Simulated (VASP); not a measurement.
# MgO in VASP: further runs

MgO is run at these levels: PBE, r2SCAN; tasks: single point.

Program: VASP 6.6.1. These are calculated values, not measurements. Logs are shortened: lines on timing, memory, paths and dates and some standing lists are left out, and cuts for length are marked.

### Step 1. The cell of the first run

It takes space group P-6m2 (No. 187, hexagonal). Conventional cell: a = 2.938 Å, b = 2.938 Å, c = 2.680 Å, α = 90.00°, β = 90.00°, γ = 120.00°. Within 2.9 Å of Mg (site symmetry -6m2) lie 6 O at 2.16 Å and 2 Mg at 2.68 Å. Within 2.9 Å of O (site symmetry -6m2) lie 6 Mg at 2.16 Å and 2 O at 2.68 Å.

### Step 2. Single point, PBE

File INCAR:

```
PREC = Accurate
ENCUT = 600
EDIFF = 1E-6
ISMEAR = -1
SIGMA = 0.05
LREAL = F
LASPH = T
NELM = 120
ALGO = Normal
ISIF = 2
LWAVE = F
LCHARG = F
GGA = PE
NBANDS = 11
GGA_COMPAT = F
```

File KPOINTS:

```
Automatic mesh
0
Gamma
  8 8 8
```

File POSCAR:

```
MgO
1.0
    2.9380209034      0.0000000000      0.0000000000
   -1.4690104517      2.5444007392      0.0000000000
    0.0000000000      0.0000000000      2.6796800000
Mg O
1 1
Direct
    0.0000000000      0.0000000000      0.0000000000
    0.3333333333      0.6666666667      0.5000000000
```

Potentials or basis: VASP PAW PBE potentials, release 64 (Mg, O).

Started as:

```bash
cat potpaw_PBE.64/Mg/POTCAR potpaw_PBE.64/O/POTCAR > POTCAR
mpirun -np 1 vasp_std > vasp.out
```

OUTCAR:

```text
PREC = Accurate
   ENCUT = 600
   EDIFF = 1E-6
   ISMEAR = -1
   LREAL = F
   LASPH = T
   NELM = 120
   ISIF = 2
   GGA = PE

 ion  position               nearest neighbor table
   1  0.000  0.000  0.000-   2 2.16   2 2.16   2 2.16   2 2.16   2 2.16   2 2.16
   2  0.333  0.667  0.500-   1 2.16   1 2.16   1 2.16   1 2.16   1 2.16   1 2.16

  LATTYP: Found a hexagonal cell.
 ALAT       =     2.9380209034
 C/A-ratio  =     0.9120697531

  Lattice vectors:

 A1 = (   2.9380209034,   0.0000000000,   0.0000000000)
 A2 = (  -1.4690104517,   2.5444007392,   0.0000000000)
 A3 = (   0.0000000000,   0.0000000000,   2.6796800000)

Analysis of symmetry for initial positions (statically):
=====================================================================
 Subroutine PRICEL returns:
 Original cell was already a primitive cell.

 Routine SETGRP: Setting up the symmetry group for a
 hexagonal supercell.

 Subroutine GETGRP returns: Found 12 space group operations
 (whereof 12 operations were pure point group operations)
 out of a pool of 24 trial point group operations.

The static configuration has the point symmetry D_3h.

Analysis of symmetry for dynamics (positions and initial velocities):
=====================================================================
 Subroutine PRICEL returns:
 Original cell was already a primitive cell.

 Routine SETGRP: Setting up the symmetry group for a
 hexagonal supercell.

 Subroutine GETGRP returns: Found 12 space group operations
 (whereof 12 operations were pure point group operations)
 out of a pool of 24 trial point group operations.

The dynamic configuration has the point symmetry D_3h.

 Subroutine INISYM returns: Found 12 space group operations
 (whereof 12 operations are pure point group operations),
 and found     1 'primitive' translations

----------------------------------------------------------------------------------------

                                     Primitive cell

  volume of cell :      20.0320

  direct lattice vectors                    reciprocal lattice vectors
     2.938020903  0.000000000  0.000000000     0.340365175  0.196509926  0.000000000
    -1.469010452  2.544400739  0.000000000     0.000000000  0.393019851  0.000000000
     0.000000000  0.000000000  2.679680000     0.000000000  0.000000000  0.373178887

  length of vectors
     2.938020903  2.938020903  2.679680000     0.393019851  0.393019851  0.373178887

  position of ions in fractional coordinates (direct lattice)
     0.000000000  0.000000000  0.000000000
     0.333333333  0.666666667  0.500000000

  ion indices of the primitive-cell ions
   primitive index   ion index
                 1           1
                 2           2

----------------------------------------------------------------------------------------

 KPOINTS: Automatic mesh

Automatic generation of k-mesh.
 Grid dimensions read from file:
 generate k-points for:    8    8    8

 Generating k-lattice:

  Cartesian coordinates                     Fractional coordinates (reciprocal lattice)
     0.042545647  0.024563741  0.000000000     0.125000000  0.000000000  0.000000000
     0.000000000  0.049127481  0.000000000     0.000000000  0.125000000  0.000000000
     0.000000000  0.000000000  0.046647361     0.000000000  0.000000000  0.125000000

  Length of vectors
     0.049127481  0.049127481  0.046647361

  Shift w.r.t. Gamma in fractional coordinates (k-lattice)
     0.000000000  0.000000000  0.000000000

 Subroutine IBZKPT returns following result:
 ===========================================

 Found     50 irreducible k-points:

 Following reciprocal coordinates:
            Coordinates               Weight
  0.000000  0.000000  0.000000      1.000000
  0.125000  0.000000  0.000000      6.000000
  0.250000  0.000000  0.000000      6.000000
  0.375000  0.000000  0.000000      6.000000
  0.500000  0.000000  0.000000      3.000000
  0.125000  0.125000  0.000000      6.000000
[... 16 lines left out ...]
  0.250000  0.000000  0.250000     12.000000
  0.375000  0.000000  0.250000     12.000000
 [... further k-points ...]
   k-points           NKPTS =     50   k-points in BZ     NKDIM =     50   number of bands    NBANDS=     11
   number of dos      NEDOS =    301   number of ions     NIONS =      2
   total plane-waves  NPLWV =  13824
   dimension x,y,z NGX =    24 NGY =   24 NGZ =   24
   dimension x,y,z NGXF=    48 NGYF=   48 NGZF=   48
   ions per type =               1   1
   NGX,Y,Z   is equivalent  to a cutoff of  13.58, 13.58, 14.89 a.u.
   NGXF,Y,Z  is equivalent  to a cutoff of  27.16, 27.16, 29.78 a.u.
 SYSTEM =  unknown system
   PREC   = accura    normal or accurate (medium, high low for compatibility)
   ISTART =      0    job   : 0-new  1-cont  2-samecut
   ICHARG =      2    charge: 1-file 2-atom 10-const
   ISPIN  =      1    spin polarized calculation?
   LNONCOLLINEAR =      F non collinear calculations
   LSORBIT =      F    spin-orbit coupling
   LASPH  =      T    aspherical Exc in radial PAW
   ENCUT  =  600.0 eV  44.10 Ry    6.64 a.u.   5.87  5.87  5.35*2*pi/ulx,y,z
   NELM   =    120;   NELMIN=  2; NELMDL= -5     # of ELM steps
   EDIFF  = 0.1E-05   stopping-criterion for ELM
   LREAL  =      F    real-space projection
   EDIFFG = 0.1E-04   stopping-criterion for IOM
   NSW    =      0    number of steps for IOM
   IBRION =     -1    ionic relax: 0-MD 1-quasi-New 2-CG
   NFREE  =      0    steps in history (QN), initial steepest desc. (CG)
   ISIF   =      2    stress and relaxation
   ISYM   =      2    0-nonsym 1-usesym 2-fastsym
   POTIM  = 0.5000    time-step for ionic-motion
   TEBEG  =    0.0;   TEEND  =   0.0 temperature during run
   PSTRESS=    0.0 pullay stress
   NELECT =       8.0000    total number of electrons
   NUPDOWN=      -1.0000    fix difference up-down
   EMIN   =  10.00;   EMAX   =-10.00  energy-range for DOS
   EFERMI =   0.00;   METHOD = LEGACY
   ISMEAR =    -1;   SIGMA  =   0.05  broadening in eV -4-tet -1-fermi 0-gaus
   EFERMI_NEDOS =   21; number of points for ismear=-14 and -15
   IALGO  =     38    algorithm
   IMIX   =      4    mixing-type and parameters
     AMIX     =   0.40;   BMIX     =  1.00
     AMIX_MAG =   1.60;   BMIX_MAG =  1.00
  volume/ion in A,a.u.               =      10.02        67.59
  Fermi-wavevector in a.u.,A,eV,Ry     =   1.205583  2.278221 19.775115  1.453430
  Thomas-Fermi vector in A             =   2.341275
   LORBIT       =      0    0 simple, 1 ext, 2 COOP (PROOUT), +10 PAW based schemes
   GGA     = PE    functional components
   LHFCALC =     F    Hartree Fock is set to
   AEXX    =    0.0000 exact exchange contribution
   IVDW    =     0    specifies the selected vdW correction
   LEPSILON=     F    determine dielectric tensor
   LRPA    =     F    only Hartree local field effects (RPA)
 non-spin polarized calculation
  energy-cutoff  :      600.00
  volume of cell :       20.03
 maximum number of plane-waves:       683
 NGX is ok and might be reduce to    24
   NGX = 11   NGY = 11   NGZ = 11

 number of electron       7.9999996 magnetization

 Free energy of the ion-electron system (eV)
  ---------------------------------------------------
  ext. energy  EPLUGINS =         0.00000000
  ---------------------------------------------------
  free energy    TOTEN  =       -11.23307422 eV

  energy without entropy =      -11.23307422  energy(sigma->0) =      -11.23307422

 E-fermi :   4.4168     XC(G=0): -10.7333

 val. band max:        3.2941997473   @ k =   0.3750   0.2500   0.0000
 cond. band min:       6.3018962529   @ k =   0.0000   0.0000   0.0000
 fundamental gap:      3.0076965055
 Fermi energy:         4.4168417828

 k-point     1 :       0.0000    0.0000    0.0000
  band No.  band energies     occupation
      1     -14.1299      2.00000
      2       2.7004      2.00000
      3       2.7004      2.00000
      4       2.9011      2.00000
      5       6.3019      0.00000
      6      15.1729      0.00000
      7      18.8683      0.00000
      8      18.8683      0.00000
      9      23.1313      0.00000
     10      24.1759      0.00000
     11      25.7947      0.00000

 k-point     2 :       0.1250    0.0000    0.0000
  band No.  band energies     occupation
      1     -13.9956      2.00000
      2       1.7423      2.00000
      3       2.5867      2.00000
      4       2.9502      2.00000
      5       7.2115      0.00000
      6      15.1450      0.00000
      7      17.6016      0.00000
      8      19.2595      0.00000
      9      23.9106      0.00000
     10      24.4140      0.00000
     11      26.0640      0.00000

 k-point     3 :       0.2500    0.0000    0.0000
  band No.  band energies     occupation
      1     -13.6503      2.00000
      2       0.1528      2.00000
      3       2.3266      2.00000
      4       3.0720      2.00000
      5       8.6680      0.00000
      6      14.2996      0.00000
      7      17.1094      0.00000
      8      20.1330      0.00000
      9      23.2206      0.00000
     10      24.1030      0.00000
     11      27.0934      0.00000

 k-point     4 :       0.3750    0.0000    0.0000
  band No.  band energies     occupation
      1     -13.2687      2.00000
      2      -1.0988      2.00000
      3       2.0843      2.00000
      4       3.1995      2.00000
      5       9.6529      0.00000
      6      13.7092      0.00000
      7      16.8288      0.00000
      8      20.8534      0.00000
      9      22.4817      0.00000
     10      24.5670      0.00000
     11      28.5357      0.00000

 k-point     5 :       0.5000    0.0000    0.0000
  band No.  band energies     occupation
      1     -13.0973      2.00000
      2      -1.5746      2.00000
      3       1.9885      2.00000
      4       3.2540      2.00000
      5       9.8980      0.00000
      6      13.8324      0.00000
      7      16.3920      0.00000
      8      21.0962      0.00000
      9      22.1679      0.00000
     10      25.3209      0.00000
     11      28.2569      0.00000
[... 211 lines left out ...]
 k-point    21 :       0.0000    0.0000    0.2500
  band No.  band energies     occupation
      1     -13.6398      2.00000
      2      -0.0292      2.00000
      3       2.9451      2.00000
      4       2.9451      2.00000
      5       8.6004      0.00000
      6      14.9463      0.00000
      7      19.6490      0.00000
      8      19.6490      0.00000
      9      23.3284      0.00000
     10      23.3284      0.00000
     11      24.2805      0.00000

 k-point    22 :       0.1250    0.0000    0.2500
  band No.  band energies     occupation
      1     -13.5219      2.00000
      2       0.0921      2.00000
      3       2.2463      2.00000
      4       2.8306      2.00000
      5       9.1661      0.00000
      6      14.9208      0.00000
      7      18.3996      0.00000
      8      19.8571      0.00000
      9      21.7206      0.00000
     10      23.3895      0.00000
     11      26.3133      0.00000

 k-point    23 :       0.2500    0.0000    0.2500
  band No.  band energies     occupation
      1     -13.2204      2.00000
      2       0.2323      2.00000
      3       1.0918      2.00000
      4       2.5676      2.00000
      5       9.9804      0.00000
      6      14.4745      0.00000
      7      17.5850      0.00000
      8      19.9103      0.00000
      9      20.0352      0.00000
     10      24.1722      0.00000
     11      25.8539      0.00000

 k-point    24 :       0.3750    0.0000    0.2500
  band No.  band energies     occupation
      1     -12.8904      2.00000
      2      -0.4920      2.00000
      3       1.0707      2.00000
      4       2.3215      2.00000
      5      10.2761      0.00000
      6      13.6616      0.00000
      7      17.9494      0.00000
      8      19.0417      0.00000
      9      19.9180      0.00000
     10      24.7826      0.00000
     11      25.7071      0.00000

 [... further k-points ...]
[... 5 lines left out ...]
  --------------------------------------------------------------------------------------
  -------------------------------------------------------------------------------------
  Total       -0.1056051     -0.1056051     -0.1145391      0.0000000     -0.0000000      0.0000000
  in kB       -8.4464086     -8.4464086     -9.1609580      0.0000000     -0.0000000      0.0000000
  external PRESSURE =      -8.6845917 kB  Pullay stress =       0.0000000 kB

 VOLUME and BASIS-vectors are now :
 -----------------------------------------------------------------------------
  energy-cutoff  :      600.00
  volume of cell :       20.03
      direct lattice vectors                 reciprocal lattice vectors
     2.938020903  0.000000000  0.000000000     0.340365175  0.196509926  0.000000000
    -1.469010452  2.544400739  0.000000000     0.000000000  0.393019851  0.000000000
     0.000000000  0.000000000  2.679680000     0.000000000  0.000000000  0.373178887

 POSITION                                       TOTAL-FORCE (eV/Angst)
 -----------------------------------------------------------------------------------
      0.00000      0.00000      0.00000         0.000000      0.000000      0.000000
     -0.00000      1.69627      1.33984        -0.000000     -0.000000      0.000000
 -----------------------------------------------------------------------------------
    total drift:                                0.000000     -0.000000     -0.000000

  FREE ENERGIE OF THE ION-ELECTRON SYSTEM (eV)
  ---------------------------------------------------
  free  energy   TOTEN  =       -11.2330742210 eV

  energy  without entropy=      -11.2330742209  energy(sigma->0) =      -11.23307422
```

Run time: 11 s. Hardware: 1 thread of Intel Xeon 8259CL, shared host; peak memory 0.15 GiB.

What came out:

* Free energy: -11.2331 eV
* Pressure: -0.9 GPa
* Band gap on the k mesh: 3.01 eV, indirect (least direct gap 3.40 eV)

Levels at points of the mesh, in eV from the valence-band top:
```tsv
k point	band 2	band 3	band 4	band 5	band 6	band 7
(0.00, 0.00, 0.00)	-0.59	-0.59	-0.39	3.01	11.88	15.57
(0.50, 0.00, 0.00)	-4.87	-1.31	-0.04	6.60	10.54	13.10
(0.00, 0.00, 0.50)	-5.34	-0.09	-0.09	8.29	9.01	17.56
(0.50, 0.00, 0.50)	-3.70	-3.34	-0.82	5.83	11.42	13.97
```

A k mesh can miss the band edges.

### Step 3. Single point, r2SCAN

File POSCAR:

```
MgO
1.0
    2.9380209034      0.0000000000      0.0000000000
   -1.4690104517      2.5444007392      0.0000000000
    0.0000000000      0.0000000000      2.6796800000
Mg O
1 1
Direct
    0.0089360000      0.0030280000      0.0028050000
    0.3401990000      0.6577370000      0.5028030000
```

File INCAR.step1:

```
PREC = Accurate
ENCUT = 660
ISMEAR = 0
SIGMA = 0.1
LREAL = False
LASPH = True
NELM = 120
NBANDS = 15
GGA = PE
ALGO = Normal
EDIFF = 1E-5
LWAVE = True
LCHARG = False
GGA_COMPAT = False
```

File INCAR.step2:

```
PREC = Accurate
ENCUT = 660
EDIFF = 1E-6
ISMEAR = 0
SIGMA = 0.1
LREAL = False
LASPH = True
NELM = 120
ALGO = Normal
ISIF = 2
LWAVE = False
LCHARG = True
METAGGA = R2SCAN
LMIXTAU = True
LELF = True
LVHAR = True
NBANDS = 15
ISTART = 1
GGA_COMPAT = False
```

File KPOINTS:

```
Automatic mesh
0
Gamma
  9 9 9
```

Potentials or basis: VASP PAW PBE potentials, release 64 (Mg_sv, O).

Started as:

```bash
cat potpaw_PBE.64/Mg_sv/POTCAR potpaw_PBE.64/O/POTCAR > POTCAR
cp INCAR.step1 INCAR
mpirun -np 1 vasp_std > vasp.out
cp INCAR.step2 INCAR
mpirun -np 1 vasp_std > vasp.out
```

Wall time 2.2 min (1 thread of Intel Xeon 6975P-C (Granite Rapids), shared host); peak memory 0.21 GiB.

It converged, with:

```
Free energy            : -15.4224 eV
Pressure               : -5.6 GPa
Largest force          : 0.115 eV/Å
Band gap on the k mesh : 3.81 eV, indirect (least direct gap 4.22 eV)
```

Forces in eV/Å, atoms in the order of the input:
```
Mg   0.036 -0.110  0.000
O   -0.036  0.110  0.000
```

Stress tensor (GPa, compression positive):
```
-5.25  0.02  0.00
 0.02 -5.53  0.00
 0.00  0.00 -6.15
```

Levels at points of the mesh, in eV from the valence-band top:
```tsv
k point	band 4	band 5	band 6	band 7	band 8	band 9	band 10	band 11	band 12	band 13
(0.00, 0.00, 0.00)	-41.15	-18.38	-0.64	-0.60	-0.41	3.81	12.91	16.59	16.69	21.15
```

Caveat: the PAW data sets were made with another functional, which shifts forces and pressure a little. r2SCAN opens gaps a little over a GGA but as a rule still falls short of measured ones.
